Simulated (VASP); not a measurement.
# Cd (Pm-3m) in VASP: further runs, part 2 of 2

VASP 6.6.1.

## (5) Relaxation of cell and atoms, PBE, target pressure 84 GPa, at which the enthalpy is minimised

Input file INCAR:

```
PREC = Accurate ; ENCUT = 600
EDIFF = 1E-6 ; ISMEAR = -1
SIGMA = 0.05 ; LREAL = F
LASPH = T ; NELM = 100
ALGO = Normal ; ISIF = 3
LWAVE = F ; LCHARG = F
GGA = PE ; IBRION = 2
NSW = 32 ; EDIFFG = -0.005
PSTRESS = 840.0
```

Input file KPOINTS:

```
Automatic mesh
0
Gamma
  15 15 15
```

Input file POSCAR:

```
Cd
1.0
    2.4799886000      0.0000000000      0.0000000000
    0.0000000000      2.4799886000      0.0000000000
    0.0000000000      0.0000000000      2.4799886000
Cd
1
Direct
    0.0000000000      0.0000000000      0.0000000000
```

Potentials or basis: VASP PAW PBE potentials, release 64 (Cd).

The run is started by

```bash
cat potpaw_PBE.64/Cd/POTCAR > POTCAR
mpirun -np 1 vasp_std > vasp.out
```

OUTCAR:

```text
PREC = Accurate
   ENCUT = 600
   EDIFF = 1E-6
   ISMEAR = -1
   LREAL = F
   LASPH = T
   NELM = 100
   ISIF = 3
   GGA = PE
   IBRION = 2
   NSW = 32
   EDIFFG = -0.005
   PSTRESS = 840.0

 ion  position               nearest neighbor table
   1  0.000  0.000  0.000-

  LATTYP: Found a simple cubic cell.
 ALAT       =     2.4799886000

  Lattice vectors:

 A1 = (   2.4799886000,   0.0000000000,   0.0000000000)
 A2 = (   0.0000000000,   2.4799886000,   0.0000000000)
 A3 = (   0.0000000000,   0.0000000000,   2.4799886000)

Analysis of symmetry for initial positions (statically):
=====================================================================
 Subroutine PRICEL returns:
 Original cell was already a primitive cell.

 Routine SETGRP: Setting up the symmetry group for a
 simple cubic supercell.

 Subroutine GETGRP returns: Found 48 space group operations
 (whereof 48 operations were pure point group operations)
 out of a pool of 48 trial point group operations.

The static configuration has the point symmetry O_h .

Analysis of symmetry for dynamics (positions and initial velocities):
=====================================================================
 Subroutine PRICEL returns:
 Original cell was already a primitive cell.

 Routine SETGRP: Setting up the symmetry group for a
 simple cubic supercell.

 Subroutine GETGRP returns: Found 48 space group operations
 (whereof 48 operations were pure point group operations)
 out of a pool of 48 trial point group operations.

The dynamic configuration has the point symmetry O_h .

 Subroutine INISYM returns: Found 48 space group operations
 (whereof 48 operations are pure point group operations),
 and found     1 'primitive' translations

----------------------------------------------------------------------------------------

                                     Primitive cell

[... 123 lines left out ...]
 maximum number of plane-waves:       521
 NGX is ok and might be reduce to    20
   NGX =  9   NGY =  9   NGZ =  9

--------------------------------------- Ionic step        1  -------------------------------------------

 number of electron      12.0000010 magnetization

 Free energy of the ion-electron system (eV)
  ---------------------------------------------------
  ext. energy  EPLUGINS =         0.00000000
  ---------------------------------------------------
  free energy    TOTEN  =         1.11935159 eV

  energy without entropy =        1.12142742  energy(sigma->0) =        1.12038951

------------------------ aborting loop because EDIFF is reached ----------------------------------------

  FORCE on cell =-STRESS in cart. coord.  units (eV):
  Direction    XX          YY          ZZ          XY          YZ          ZX
  --------------------------------------------------------------------------------------
  -------------------------------------------------------------------------------------
  Total        8.2765035      8.2765035      8.2765035     -0.0000000     -0.0000000     -0.0000000
  in kB      869.3775761    869.3775761    869.3775761     -0.0000000     -0.0000000     -0.0000000
  external PRESSURE =      29.3775761 kB  Pullay stress =     840.0000000 kB
[... 61 lines left out ...]
--------------------------------------- Ionic step        3  -------------------------------------------

 number of electron      12.0000011 magnetization

 Free energy of the ion-electron system (eV)
  ---------------------------------------------------
  ext. energy  EPLUGINS =         0.00000000
  ---------------------------------------------------
  free energy    TOTEN  =         1.05628324 eV

  energy without entropy =        1.05835890  energy(sigma->0) =        1.05732107

 E-fermi :   6.1064     XC(G=0): -12.8857

 val. band max:        6.0948766090   @ k =   0.4667   0.3333   0.0000
 cond. band min:       6.1875798570   @ k =   0.4000   0.0667   0.0000
 fundamental gap:      0.0927032480
 Fermi energy:         6.1063888150

 k-point     1 :       0.0000    0.0000    0.0000
  band No.  band energies     occupation
      1      -6.6593      2.00000
      2      -6.6593      2.00000
      3      -5.8443      2.00000
      4      -2.8180      2.00000
      5      -2.8180      2.00000
      6      -2.8180      2.00000
      7      19.3187      0.00000
      8      19.3187      0.00000
      9      19.3187      0.00000
     10      24.6820      0.00000
[... 287 lines left out ...]
 k-point    24 :       0.3333    0.2000    0.0000
  band No.  band energies     occupation
      1      -6.0359      2.00000
      2      -4.9174      2.00000
      3      -4.6703      2.00000
      4      -3.6993      2.00000
      5      -3.1533      2.00000
      6      -0.7749      2.00000
      7       9.1931      0.00000
      8      16.2935      0.00000
      9      23.6618      0.00000
     10      24.8246      0.00000

 [... further k-points ...]

------------------------ aborting loop because EDIFF is reached ----------------------------------------

  FORCE on cell =-STRESS in cart. coord.  units (eV):
  Direction    XX          YY          ZZ          XY          YZ          ZX
  --------------------------------------------------------------------------------------
  -------------------------------------------------------------------------------------
  Total        8.0578818      8.0578818      8.0578818      0.0000000      0.0000000     -0.0000000
  in kB      839.9005028    839.9005028    839.9005028      0.0000000      0.0000000     -0.0000000
  external PRESSURE =      -0.0994972 kB  Pullay stress =     840.0000000 kB
[... 20 lines left out ...]
  energy  without entropy=        1.0583589022  energy(sigma->0) =        1.05732107

  enthalpy is  TOTEN    =         9.1151195710 eV   P V=        8.0588363334

 reached required accuracy - stopping structural energy minimisation
```

OSZICAR:

```text
N       E                     dE             d eps       ncg     rms          rms(c)
DAV:   1     0.711836339146E+02    0.71184E+02   -0.82301E+03  2592   0.144E+03
DAV:   2     0.191847304372E+01   -0.69265E+02   -0.66164E+02  2464   0.281E+02
DAV:   3     0.999145282102E+00   -0.91933E+00   -0.91853E+00  2806   0.386E+01
[... 21 lines left out ...]
DAV:   3     0.105481530722E+01    0.10602E-01   -0.25897E-02  2636   0.234E+00    0.662E-01
DAV:   4     0.105626878218E+01    0.14535E-02   -0.22589E-03  2468   0.539E-01    0.819E-02
DAV:   5     0.105629301267E+01    0.24230E-04   -0.32634E-05  2526   0.649E-02    0.283E-02
DAV:   6     0.105628359656E+01   -0.94161E-05   -0.86171E-06  2562   0.300E-02    0.103E-02
DAV:   7     0.105628323763E+01   -0.35893E-06   -0.45451E-07  1250   0.102E-02
   3 F= 0.91151196E+01 E0= 0.91161574E+01  d E =-.106006E-02
```

It took 19 s on 1 thread of Intel Xeon Platinum 8488C (Sapphire Rapids), shared host; peak memory 0.14 GiB.

What came out:

```yaml
Free_energy: 1.0563 eV
Relaxed_volume: 15.37 Å³/atom
Relaxed_cell: a = 2.486 Å, b = 2.486 Å, c = 2.486 Å, α = 90.00°, β = 90.00°, γ = 90.00°
Space_group_after_relaxing_to_0.05_Å: Pm-3m (No. 221)
Energy_change_on_relaxing_the_enthalpy_is_what_falls: -63.1 meV/atom
Ionic_steps: 3
Pressure_after_relaxing: 84.0 GPa
Band_gap_on_the_k_mesh: zero (band 6 reaches 11.89 eV, above the bottom of band 7 at 4.34 eV)
```

The path:
```
step  energy change (eV)  largest force (eV/Å)  pressure (GPa)  volume (Å³)
   1              0.0000                0.0000           86.94        15.25
   2             -0.3101                0.0000           72.35        15.88
   3             -0.0631                0.0000           83.99        15.37
```

Final structure:
```cif
data_structure
_symmetry_space_group_name_H-M 'P 1'
_symmetry_Int_Tables_number 1
_cell_length_a 2.4864
_cell_length_b 2.4864
_cell_length_c 2.4864
_cell_angle_alpha 90.000
_cell_angle_beta 90.000
_cell_angle_gamma 90.000
_cell_volume 15.37
loop_
_atom_site_label
_atom_site_type_symbol
_atom_site_fract_x
_atom_site_fract_y
_atom_site_fract_z
_atom_site_occupancy
Cd1 Cd 0.00000 0.00000 0.00000 1
```

Levels at points of the mesh, in eV from the Fermi level:
```csv
k point,band 3,band 4,band 5,band 6,band 7,band 8,band 9,band 10
"(0.00, 0.00, 0.00)",-11.95,-8.92,-8.92,-8.92,13.21,13.21,13.21,18.58
```

Caveat: the cell is relaxed towards a set pressure, so the enthalpy falls and the energy may rise.

## (6) Overview

```tsv
task	cell	cutoff (eV)	gap on the mesh (eV)	pressure (GPa)
single point	a = 2.480 Å, 1 atom	520	none	87.1
relaxation of cell and atoms	relaxed to 84 GPa from a = 2.432 Å, 1 atom	600	none	84.0
relaxation of cell and atoms	relaxed to 84 GPa from a = 2.480 Å, 1 atom	600	none	84.0
```

Alike in all rows: level PBE; potentials or basis VASP PAW PBE potentials, release 64 (Cd); no spin polarisation; k mesh 15 × 15 × 15; smearing fermi-dirac 0.05 eV.

Caveats: the cell is relaxed towards a set pressure, so the enthalpy falls and the energy may rise (some runs).

Absolute energies hang on the potentials; compare differences alone.
